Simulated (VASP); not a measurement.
Runs of VASP 6.6.1 on GaSb. The structure is that of space group I-4m2 (No. 119), or close to it. The cells are those of the table. 

| task | level | cell | k mesh | cutoff (eV) | grid for exact exchange (PRECFOCK) | share of exact exchange | screening parameter | gap on the mesh (eV) | pressure (GPa) | relaxed volume (Å³/atom) |
| --- | --- | --- | --- | --- | --- | --- | --- | --- | --- | --- |
| single point | r2SCAN50 | a = 4.206 Å, angles 98.2, 98.2, 135.6°, 2 atoms | 5 × 5 × 5 | 520 | Normal | 0.5 | - | none | (a) | - |
| relaxation of cell and atoms | PBE | relaxed from a = 4.206 Å, angles 98.2, 98.2, 135.6°, 2 atoms | 10 × 10 × 10 | 600 | - | - | - | none | 0.0 | 24.16 |
| single point | HF | a = 4.273 Å, angles 98.7, 98.7, 134.2°, 2 atoms | 5 × 5 × 5 | 520 | Normal | 1 | - | none | -23.7 | - |
| single point | PBE-based screened hybrid with 25 % exact exchange | a = 4.206 Å, angles 98.2, 98.2, 135.6°, 2 atoms | 5 × 5 × 5 | 520 | Normal | 0.25 | 0.3 1/Å | none | -1.8 | - |
| relaxation of cell and atoms | BLYP | relaxed from a = 4.206 Å, angles 98.2, 98.2, 135.6°, 2 atoms | 10 × 10 × 10 | 600 | - | - | - | none | 0.0 | 26.90 |
| relaxation of cell and atoms | RPBE | relaxed from a = 4.206 Å, angles 98.2, 98.2, 135.6°, 2 atoms | 10 × 10 × 10 | 600 | - | - | - | none | 0.0 | 24.88 |
| single point | HF | a = 4.206 Å, angles 98.2, 98.2, 135.6°, 2 atoms | 5 × 5 × 5 | 520 | Normal | 1 | - | none | -23.7 | - |
| relaxation of cell and atoms | PBEsol | relaxed from a = 4.206 Å, angles 98.2, 98.2, 135.6°, 2 atoms | 10 × 10 × 10 | 600 | - | - | - | none | 0.0 | (b) |

Alike in all rows: potentials or basis VASP PAW PBE potentials, release 64 (Sb, Ga_d); no spin polarisation; smearing fermi-dirac 0.05 eV.

Q: Estimate the missing entries.

A: (a) -5.6; (b) 22.88.

Caveats: some runs use coarse meshes; spin-orbit coupling is left out, which moves the levels of the heavy elements; the PAW data sets were made with another functional, which shifts forces and pressure a little (at least some runs).

A k mesh can miss the band edges, and the runs leave out spin-orbit coupling on Ga, Sb.

A gap of «none» marks levels without a gap at the run's occupations.
